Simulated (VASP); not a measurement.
Set up this calculation in VASP 6.6.1, as the native input.

```
Task                   : single point
Functional             : PBEsol
Potentials or basis    : VASP PAW PBE potentials, release 64 (K_sv, S)
Cutoff                 : 500 eV
k mesh                 : 6 × 6 × 6
Occupations            : gaussian, width 0.01 eV
Spin                   : no spin polarisation
Dipole correction      : no
Further INCAR settings : ALGO = Normal; EDIFF = 1e-06; NBANDS = 19
```

The structure of K2S lies in POSCAR:

```
K2S
1.0
    3.4127057428      3.4127057428      0.0000000000
   -3.4127057428      3.4127057428      0.0000000000
    0.0000000000      3.4127057428      3.4127057428
K S
2 1
Direct
    0.2500000000      0.7500000000      0.5000000000
    0.7500000000      0.2500000000      0.5000000000
    0.0000000000      0.0000000000      0.0000000000
```

One way to write it, as run:

INCAR

```
PREC     = Accurate       # precision mode
ENCUT    = 500            # plane-wave cutoff, eV
EDIFF    = 1E-6           # SCF threshold, eV
ISMEAR   = 0              # smearing method
SIGMA    = 0.01           # smearing width, eV
LREAL    = F              # projectors in reciprocal space
LASPH    = T              # aspherical terms in the spheres
NELM     = 120            # most SCF steps
ALGO     = Normal         # electronic algorithm
ISIF     = 2              # what is computed and relaxed
LWAVE    = F              # write WAVECAR
LCHARG   = T              # write CHGCAR
GGA      = PS             # functional
LELF     = T              # ELF
LVHAR    = T            
NBANDS   = 19             # bands
GGA_COMPAT= F
```

KPOINTS

```
Automatic mesh
0
Gamma
  6 6 6
```

Potentials or basis: VASP PAW PBE potentials, release 64 (K_sv, S).

Launch:

```sh
$ cat potpaw_PBE.64/K_sv/POTCAR potpaw_PBE.64/S/POTCAR > POTCAR
$ mpirun -np 1 vasp_std > vasp.out
```

Results of the run:

```json
{
 "Pressure": "7.2 GPa",
 "Band gap on the k mesh": "2.87 eV, indirect (least direct gap 3.35 eV)"
}
```

Caveat: the PAW data sets were made with another functional, which shifts forces and pressure a little.

Wall time 54 s on 1 thread of Intel Xeon 8259CL, with other jobs on the host, peak memory 0.2 GiB.
